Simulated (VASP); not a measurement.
TlGaPtC6N6, 15 atoms in the cell. Symmetry: F-43m, No. 216, cubic system. The conventional cell has a = 10.144 Å, b = 10.144 Å, c = 10.144 Å, α = 90.00°, β = 90.00°, γ = 90.00°. Tl (site symmetry -43m) has 12 N at 3.63 Å and 12 C at 3.64 Å and 4 Ga at 4.39 Å and 4 Pt at 4.39 Å within 4.8 Å. Within 2.6 Å of Ga (site symmetry -43m) lie 6 N at 1.99 Å. Pt (site symmetry -43m) has 6 C at 1.92 Å within 2.5 Å. C (site symmetry 2mm) has 1 N at 1.17 Å within 1.6 Å. Within 1.6 Å of N (site symmetry 2mm) lie 1 C at 1.17 Å. 

| Property | Result |
| --- | --- |
| Program | VASP 6.6.1 |
| Task | single point |
| Functional | PBE |
| Potentials or basis | VASP PAW PBE potentials, release 64 (Tl_d, Ga_d, Pt, C, N) |
| Cutoff | 520 eV |
| k mesh | 4 × 4 × 4 |
| Occupations | gaussian, width 0.1 eV |
| Spin | collinear spin |
| Starting moments | [0.0, 0.0, 1.0, 0.0, 0.0, 0.0, 0.0, 0.0, 0.0, 0.0, 0.0, 0.0, 0.0, 0.0, 0.0] μB |
| Dipole correction | no |
| Further INCAR settings | LREAL = Auto; ALGO = Normal; EDIFF = 1e-07; NBANDS = 62 |

Potentials or basis: VASP PAW PBE potentials, release 64 (Tl_d, Ga_d, Pt, C, N).

Run with:

```sh
$ cat potpaw_PBE.64/Tl_d/POTCAR potpaw_PBE.64/Ga_d/POTCAR potpaw_PBE.64/Pt/POTCAR potpaw_PBE.64/C/POTCAR potpaw_PBE.64/N/POTCAR > POTCAR
$ mpirun -np 1 vasp_std > vasp.out
```

Hardware: 1 thread of Intel(R) Xeon(R) 6975P-C (Granite Rapids), on a shared host.

How long does it take, and how much memory?

It took 7.3 min on 1 thread of Intel(R) Xeon(R) 6975P-C (Granite Rapids) (shared host), peak memory 0.61 GiB. Counts: scf iterations 19, k points 8.
